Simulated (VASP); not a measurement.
# Sn (P6_3/mmc) in VASP: notebook

Runs on Sn. Level: PBEsol. Tasks: single point.

Everything below comes from runs of VASP 6.6.1. Logs are shortened: lines on timing, memory, paths and dates and some standing lists are left out, and cuts for length are marked.

## (1) The cell of the first run

It takes space group P6_3/mmc (No. 194, hexagonal). The conventional cell has a = 2.813 Å, b = 2.813 Å, c = 4.576 Å, α = 90.00°, β = 90.00°, γ = 120.00°. Within 3.7 Å of Sn (site symmetry -6m2) lie 12 Sn at 2.81 Å.

## (2) Single point, PBEsol

Input file INCAR:

```
SYSTEM = Sn
PREC = Accurate
ENCUT = 520
EDIFF = 1E-6
ISMEAR = -1
SIGMA = 0.1
LREAL = .False.
LASPH = .True.
NELM = 80
ALGO = Normal
ISIF = 2
LWAVE = .False.
LCHARG = .False.
GGA = PS
NBANDS = 21
```

Input file KPOINTS:

```
Automatic mesh
0
Gamma
  15 15 8
  0 0 0
```

Input file POSCAR:

```
Sn
1.0
    2.8131803082      0.0000000000      0.0000000000
   -1.4065901541      2.4362856123      0.0000000000
    0.0000000000      0.0000000000      4.5758813609
Sn
2
Direct
    0.3333333333      0.6666666667      0.2500000000
    0.6666666667      0.3333333333      0.7500000000
```

Potentials or basis: VASP PAW PBE potentials, release 64 (Sn_d).

The run is started by

```bash
$ cat potpaw_PBE.64/Sn_d/POTCAR > POTCAR
$ mpirun -np 1 vasp_std > vasp.out
```

OUTCAR:

```text
SYSTEM = Sn
   PREC = Accurate
   ENCUT = 520
   EDIFF = 1E-6
   ISMEAR = -1
   LREAL = .False.
   LASPH = .True.
   NELM = 80
   ISIF = 2
   GGA = PS

 ion  position               nearest neighbor table
   1  0.333  0.667  0.250-   2 2.81   2 2.81   2 2.81   2 2.81   2 2.81   2 2.81
   2  0.667  0.333  0.750-   1 2.81   1 2.81   1 2.81   1 2.81   1 2.81   1 2.81

  LATTYP: Found a hexagonal cell.
 ALAT       =     2.8131803082
 C/A-ratio  =     1.6265865887

  Lattice vectors:

 A1 = (   2.8131803082,   0.0000000000,   0.0000000000)
 A2 = (  -1.4065901541,   2.4362856123,   0.0000000000)
 A3 = (   0.0000000000,   0.0000000000,   4.5758813609)

Analysis of symmetry for initial positions (statically):
=====================================================================
 Subroutine PRICEL returns:
 Original cell was already a primitive cell.

 Routine SETGRP: Setting up the symmetry group for a
 hexagonal supercell.

 Subroutine GETGRP returns: Found 24 space group operations
 (whereof 12 operations were pure point group operations)
 out of a pool of 24 trial point group operations.

The static configuration has the point symmetry D_3d.
 The point group associated with its full space group is D_6h.

Analysis of symmetry for dynamics (positions and initial velocities):
=====================================================================
 Subroutine PRICEL returns:
 Original cell was already a primitive cell.

 Routine SETGRP: Setting up the symmetry group for a
 hexagonal supercell.

 Subroutine GETGRP returns: Found 24 space group operations
 (whereof 12 operations were pure point group operations)
 out of a pool of 24 trial point group operations.

The dynamic configuration has the point symmetry D_3d.
 The point group associated with its full space group is D_6h.

 Subroutine INISYM returns: Found 24 space group operations
 (whereof 12 operations are pure point group operations),
 and found     1 'primitive' translations

----------------------------------------------------------------------------------------

                                     Primitive cell

  volume of cell :      31.3618

  direct lattice vectors                    reciprocal lattice vectors
[... 69 lines left out ...]
   k-points           NKPTS =    135   k-points in BZ     NKDIM =    135   number of bands    NBANDS=     21
   number of dos      NEDOS =    301   number of ions     NIONS =      2
   total plane-waves  NPLWV =  20736
   dimension x,y,z NGX =    24 NGY =   24 NGZ =   36
   dimension x,y,z NGXF=    48 NGYF=   48 NGZF=   72
   ions per type =               2
   NGX,Y,Z   is equivalent  to a cutoff of  14.18, 14.18, 13.08 a.u.
   NGXF,Y,Z  is equivalent  to a cutoff of  28.37, 28.37, 26.16 a.u.
 SYSTEM =  Sn
   PREC   = accura    normal or accurate (medium, high low for compatibility)
   ISTART =      0    job   : 0-new  1-cont  2-samecut
   ICHARG =      2    charge: 1-file 2-atom 10-const
   ISPIN  =      1    spin polarized calculation?
   LNONCOLLINEAR =      F non collinear calculations
   LSORBIT =      F    spin-orbit coupling
   LASPH  =      T    aspherical Exc in radial PAW
   ENCUT  =  520.0 eV  38.22 Ry    6.18 a.u.   5.23  5.23  8.51*2*pi/ulx,y,z
   NELM   =     80;   NELMIN=  2; NELMDL= -5     # of ELM steps
   EDIFF  = 0.1E-05   stopping-criterion for ELM
   LREAL  =      F    real-space projection
   EDIFFG = 0.1E-04   stopping-criterion for IOM
   NSW    =      0    number of steps for IOM
   IBRION =     -1    ionic relax: 0-MD 1-quasi-New 2-CG
   NFREE  =      0    steps in history (QN), initial steepest desc. (CG)
   ISIF   =      2    stress and relaxation
   ISYM   =      2    0-nonsym 1-usesym 2-fastsym
   POTIM  = 0.5000    time-step for ionic-motion
   TEBEG  =    0.0;   TEEND  =   0.0 temperature during run
   PSTRESS=    0.0 pullay stress
   NELECT =      28.0000    total number of electrons
   NUPDOWN=      -1.0000    fix difference up-down
   EMIN   =  10.00;   EMAX   =-10.00  energy-range for DOS
   EFERMI =   0.00;   METHOD = LEGACY
   ISMEAR =    -1;   SIGMA  =   0.10  broadening in eV -4-tet -1-fermi 0-gaus
   EFERMI_NEDOS =   21; number of points for ismear=-14 and -15
   IALGO  =     38    algorithm
   IMIX   =      4    mixing-type and parameters
     AMIX     =   0.40;   BMIX     =  1.00
     AMIX_MAG =   1.60;   BMIX_MAG =  1.00
  volume/ion in A,a.u.               =      15.68       105.82
  Fermi-wavevector in a.u.,A,eV,Ry     =   1.576379  2.978925 33.810084  2.484971
  Thomas-Fermi vector in A             =   2.677221
   LORBIT       =      0    0 simple, 1 ext, 2 COOP (PROOUT), +10 PAW based schemes
   GGA     = PS    functional components
[... 5 lines left out ...]
 non-spin polarized calculation
  energy-cutoff  :      520.00
  volume of cell :       31.36
 maximum number of plane-waves:       859
 NGX is ok and might be reduce to    24

 number of electron      28.0000010 magnetization

 Free energy of the ion-electron system (eV)
  ---------------------------------------------------
  ext. energy  EPLUGINS =         0.00000000
  ---------------------------------------------------
  free energy    TOTEN  =        -4.54995752 eV

  energy without entropy =       -4.52914529  energy(sigma->0) =       -4.53955141

 E-fermi :  16.9065     XC(G=0): -13.3720

 val. band max:       16.8992580078   @ k =   0.2000   0.2000   0.5000
 cond. band min:      16.9192904096   @ k =   0.2667   0.0000   0.3750
 fundamental gap:      0.0200324018
 Fermi energy:        16.9065177451

 k-point     1 :       0.0000    0.0000    0.0000
  band No.  band energies     occupation
      1      -5.8815      2.00000
      2      -5.6635      2.00000
      3      -5.6069      2.00000
      4      -5.6069      2.00000
      5      -5.5342      2.00000
      6      -5.5342      2.00000
[... 565 lines left out ...]
     20      30.3894      0.00000
     21      34.7073      0.00000

 [... further k-points ...]
[... 5 lines left out ...]
  --------------------------------------------------------------------------------------
  -------------------------------------------------------------------------------------
  Total       19.1942949     19.1942949     19.1882186      0.0000000      0.0000000     -0.0000000
  in kB      980.5781699    980.5781699    980.2677512      0.0000000      0.0000000     -0.0000000
  external PRESSURE =     980.4746970 kB  Pullay stress =       0.0000000 kB

 VOLUME and BASIS-vectors are now :
 -----------------------------------------------------------------------------
  energy-cutoff  :      520.00
  volume of cell :       31.36
      direct lattice vectors                 reciprocal lattice vectors
     2.813180308  0.000000000  0.000000000     0.355469572  0.205230453  0.000000000
    -1.406590154  2.436285612  0.000000000     0.000000000  0.410460906  0.000000000
     0.000000000  0.000000000  4.575881361     0.000000000  0.000000000  0.218537134

 POSITION                                       TOTAL-FORCE (eV/Angst)
 -----------------------------------------------------------------------------------
     -0.00000      1.62419      1.14397        -0.000000      0.000000      0.000000
      1.40659      0.81210      3.43191         0.000000      0.000000      0.000000
 -----------------------------------------------------------------------------------
    total drift:                               -0.000000      0.000000      0.000000

  FREE ENERGIE OF THE ION-ELECTRON SYSTEM (eV)
  ---------------------------------------------------
  free  energy   TOTEN  =        -4.5499575228 eV

  energy  without entropy=       -4.5291452923  energy(sigma->0) =       -4.53955141
```

OSZICAR:

```text
N       E                     dE             d eps       ncg     rms          rms(c)
DAV:   1     0.213228654044E+03    0.21323E+03   -0.14345E+04  6110   0.251E+03
DAV:   2     0.141294291670E+02   -0.19910E+03   -0.19380E+03  5720   0.458E+02
DAV:   3    -0.432567578776E+01   -0.18455E+02   -0.18275E+02  6368   0.127E+02
DAV:   4    -0.476113363047E+01   -0.43546E+00   -0.43515E+00  6694   0.209E+01
DAV:   5    -0.477463558655E+01   -0.13502E-01   -0.13501E-01  7347   0.347E+00    0.554E+00
DAV:   6    -0.462697466390E+01    0.14766E+00   -0.67782E-02  7841   0.503E+00    0.303E+00
DAV:   7    -0.455243530974E+01    0.74539E-01   -0.48179E-02  7946   0.398E+00    0.193E-01
DAV:   8    -0.455002037549E+01    0.24149E-02   -0.45582E-03  7718   0.105E+00    0.362E-02
DAV:   9    -0.454996695747E+01    0.53418E-04   -0.11135E-04  7845   0.105E-01    0.334E-02
DAV:  10    -0.454995692390E+01    0.10034E-04   -0.45362E-06  7229   0.377E-02    0.272E-03
DAV:  11    -0.454995752277E+01   -0.59887E-06   -0.21864E-07  4207   0.545E-03
   1 F= -.45499575E+01 E0= -.45395514E+01  d E =-.208122E-01
```

Wall time 31 s (1 thread of Intel Xeon 6975P-C (Granite Rapids), shared host); peak memory 0.19 GiB.

What came out:

| Quantity | Value |
| --- | --- |
| Free energy | -4.5500 eV |
| Pressure | 98.0 GPa |
| Band gap on the k mesh | zero (band 14 reaches 26.19 eV, above the bottom of band 15 at 12.87 eV) |

Levels at points of the mesh, in eV from the Fermi level:
| k point | band 12 | band 13 | band 14 | band 15 | band 16 | band 17 |
| --- | --- | --- | --- | --- | --- | --- |
| (0.00, 0.00, 0.00) | -8.51 | -7.96 | 9.18 | 9.18 | 9.90 | 11.43 |
| (0.00, 0.00, 0.50) | -14.59 | 1.76 | 1.76 | 10.16 | 10.16 | 10.68 |

Caveat: the PAW data sets were made with another functional, which shifts forces and pressure a little; spin-orbit coupling is left out, which moves the levels of the heavy elements.

## (3) Single point, PBEsol

Input file INCAR:

```
SYSTEM = Sn
PREC = Accurate ; ENCUT = 520
EDIFF = 1E-6 ; ISMEAR = -1
SIGMA = 0.1 ; LREAL = .False.
LASPH = .True. ; NELM = 60
ALGO = Normal ; ISIF = 2
LWAVE = .False. ; LCHARG = .False.
GGA = PS ; NBANDS = 21
```

KPOINTS is that of step 2.

Input file POSCAR:

```
Sn
1.0
    2.8129565628      0.0000000000      0.0000000000
   -1.4064782814      2.4360918431      0.0000000000
    0.0000000000      0.0000000000      4.5753449481
Sn
2
Direct
    0.3333333333      0.6666666667      0.2500000000
    0.6666666667      0.3333333333      0.7500000000
```

Potentials or basis: VASP PAW PBE potentials, release 64 (Sn_d).

The run is started by

```bash
$ cat potpaw_PBE.64/Sn_d/POTCAR > POTCAR
$ mpirun -np 1 vasp_std > vasp.out
```

Wall time 31 s (1 thread of Intel Xeon 6975P-C (Granite Rapids), shared host); peak memory 0.19 GiB.

Results (log left out):

| Property | Result |
| --- | --- |
| Free energy | -4.5446 eV |
| Pressure | 98.2 GPa |
| Band gap on the k mesh | zero (band 14 reaches 26.20 eV, above the bottom of band 15 at 12.88 eV) |

Levels at points of the mesh, in eV from the Fermi level:
| k point | band 11 | band 12 | band 13 | band 14 | band 15 | band 16 | band 17 | band 18 |
| --- | --- | --- | --- | --- | --- | --- | --- | --- |
| (0.00, 0.00, 0.00) | -16.66 | -8.51 | -7.96 | 9.18 | 9.18 | 9.90 | 11.43 | 11.56 |
| (0.00, 0.00, 0.50) | -14.59 | -14.59 | 1.76 | 1.76 | 10.16 | 10.16 | 10.68 | 10.68 |

Caveat: the PAW data sets were made with another functional, which shifts forces and pressure a little; spin-orbit coupling is left out, which moves the levels of the heavy elements.

## (4) Single point, PBEsol

This run uses another cell than the first one: it holds 4 atoms, not 2.

Input file INCAR:

```
SYSTEM = Sn
PREC = Accurate ; ENCUT = 520
EDIFF = 1E-7 ; ISMEAR = -1
SIGMA = 0.1 ; LREAL = .False.
LASPH = .True. ; NELM = 100
ALGO = Normal ; ISIF = 2
LWAVE = .False. ; LCHARG = .True.
GGA = PS ; LELF = .True.
LVHAR = .True. ; NBANDS = 36
```

Input file KPOINTS:

```
Automatic mesh
0
Gamma
  12 12 4
  0 0 0
```

Input file POSCAR:

```
Sn
1.0
    2.8122810197      0.0000000000      0.0000000000
   -1.4061405098      2.4355068056      0.0000000000
    0.0000000000      0.0000000000      9.1936516202
Sn
4
Direct
    0.0000000000      0.0000000000      0.0000000000
    0.0000000000      0.0000000000      0.5000000000
    0.3333333333      0.6666666667      0.2500000000
    0.6666666667      0.3333333333      0.7500000000
```

The run is started by

```bash
$ cat potpaw_PBE.64/Sn_d/POTCAR > POTCAR
$ mpirun -np 1 vasp_std > vasp.out
```

Wall time 64 s (1 thread of Intel Xeon 6975P-C (Granite Rapids), shared host); peak memory 0.24 GiB.

The run converged. Its results:

- Free energy: -9.0302 eV
- Pressure: 98.1 GPa
- Band gap on the k mesh: zero (band 28 reaches 26.19 eV, above the bottom of band 29 at 12.51 eV)

Levels at points of the mesh, in eV from the Fermi level:
| k point | band 26 | band 27 | band 28 | band 29 | band 30 | band 31 |
| --- | --- | --- | --- | --- | --- | --- |
| (0.00, 0.00, 0.00) | 1.62 | 1.62 | 9.25 | 9.25 | 9.75 | 10.04 |
| (0.50, 0.00, 0.00) | -6.55 | -2.05 | -1.46 | -1.41 | 0.03 | 2.41 |
| (0.00, 0.00, 0.50) | -3.70 | 7.37 | 7.37 | 9.65 | 9.65 | 9.65 |
| (0.50, 0.00, 0.50) | -5.23 | -4.07 | -4.07 | 1.98 | 1.98 | 3.06 |

Caveat: the PAW data sets were made with another functional, which shifts forces and pressure a little; spin-orbit coupling is left out, which moves the levels of the heavy elements.

## (5) Summary

| cell | k mesh | gap on the mesh (eV) | pressure (GPa) |
| --- | --- | --- | --- |
| a = 2.813, b = 2.813, c = 4.576 Å, angles 90.0, 90.0, 120.0°, 2 atoms | 15 × 15 × 8 | none | 98.0 |
| a = 2.813, b = 2.813, c = 4.575 Å, angles 90.0, 90.0, 120.0°, 2 atoms | 15 × 15 × 8 | none | 98.2 |
| a = 2.812, b = 2.812, c = 9.194 Å, angles 90.0, 90.0, 120.0°, 4 atoms | 12 × 12 × 4 | none | 98.1 |

Alike in all rows: task single point; level PBEsol; potentials or basis VASP PAW PBE potentials, release 64 (Sn_d); no spin polarisation; cutoff (eV) 520; smearing fermi-dirac 0.1 eV.

Caveats: the PAW data sets were made with another functional, which shifts forces and pressure a little; spin-orbit coupling is left out, which moves the levels of the heavy elements.

Absolute energies hang on the potentials; compare differences alone.
